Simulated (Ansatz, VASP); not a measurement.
One calculation of In, two programs

```
In
1.0
    -1.59264    1.59264    2.71052
     1.59264   -1.59264    2.71052
     1.59264    1.59264   -2.71052
In
1
Direct
  0.00000 0.00000 0.00000
```

Alike in both runs: task single point; functional LDA; k mesh 22 × 22 × 22; occupations gaussian, width 0.15 eV; no spin polarisation.

|  | VASP | Ansatz |
| --- | --- | --- |
| version | VASP 6.6.1 | Ansatz 0.2.0 |
| potentials or method | VASP PAW LDA potentials, release 64 (In_d), cutoff 520 eV | scalar-relativistic, plane waves, PAW |
| valence electrons in the cell | 13 | 13 |

Ansatz gave:

```
gap on the k mesh at the Fermi level (eV)                     : none
pressure (GPa)                                                : -4.0
traceless stress, the component that is largest in VASP (GPa) : -0.45
```

Task: Which values does VASP return?

Result: gap on the k mesh at the Fermi level (eV): none; pressure (GPa): -4.1; traceless stress, the component that is largest in VASP (GPa): -0.47.

LDA's correlation is that of Perdew and Zunger in VASP and of Perdew and Wang (1992) in Ansatz. A gap of «none» marks a metal or a gap that the smearing closes.
